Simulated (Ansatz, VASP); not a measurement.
**Two plane-wave programs on TiO2**

POSCAR

```
TiO2
1.0
    0.0000000000      2.3968272579      2.3968272579
    2.3968272579      0.0000000000      2.3968272579
    2.3968272579      2.3968272579      0.0000000000
Ti O
1 2
Direct
    0.0000000000      0.0000000000      0.0000000000
    0.2500000000      0.2500000000      0.2500000000
    0.7500000000      0.7500000000      0.7500000000
```

INCAR.step1

```
PREC = Accurate ; ENCUT = 520
ISMEAR = 1 ; SIGMA = 0.001
LREAL = F ; LASPH = T
NELM = 80 ; NBANDS = 19
GGA = PE ; ALGO = Normal
EDIFF = 1E-4 ; LWAVE = T
LCHARG = F
```

INCAR.step2

```
PREC = Accurate ; ENCUT = 520
EDIFF = 1E-6 ; ISMEAR = 1
SIGMA = 0.001 ; LREAL = F
LASPH = T ; NELM = 80
ALGO = Normal ; ISIF = 2
LWAVE = F ; LCHARG = F
METAGGA = R2SCAN ; LMIXTAU = T
NBANDS = 19 ; ISTART = 1
```

Contents of KPOINTS:

```
Automatic mesh
0
Gamma
  6 6 6
```

Input for Ansatz:

```yaml
crystal:
  lattice:
    - [0.0, 2.3968272579, 2.3968272579]
    - [2.3968272579, 0.0, 2.3968272579]
    - [2.3968272579, 2.3968272579, 0.0]
  atoms:
    - { symbol: Ti, position: [0.0, 0.0, 0.0] }
    - { symbol: O, position: [0.25, 0.25, 0.25] }
    - { symbol: O, position: [0.75, 0.75, 0.75] }
kpoints:
  mp_grid: { grid: [6, 6, 6] }
hamiltonian:
  xc: r2scan
scf:
  occupations: { method: methfessel_paxton, width: 0.001 }
  n_extra_bands: 4
output:
  forces: true
  stress: true
  eigenvalues: true
```

Alike in both runs: task single point; functional r2SCAN; k mesh 6 × 6 × 6; occupations methfessel-paxton of order 1, width 0.001 eV; no spin polarisation.

|  | VASP | Ansatz |
| --- | --- | --- |
| version | VASP 6.6.1 | Ansatz 0.2.0 |
| potentials or method | VASP PAW PBE potentials, release 64 (Ti_sv, O) | plane waves |
| plane-wave cutoff (eV) | 520 | 500 |
| valence electrons in the cell | 24 | 24 |

```tsv
	VASP	Ansatz	Ansatz less VASP
gap on the k mesh at the Fermi level (eV)	1.54	1.51	-0.037
pressure (GPa)	1.5	0.0	-1.52
```

VASP's potentials were made for PBE, not for r2SCAN. The functional is the same, so the differences come from potentials, cutoffs and numerics.
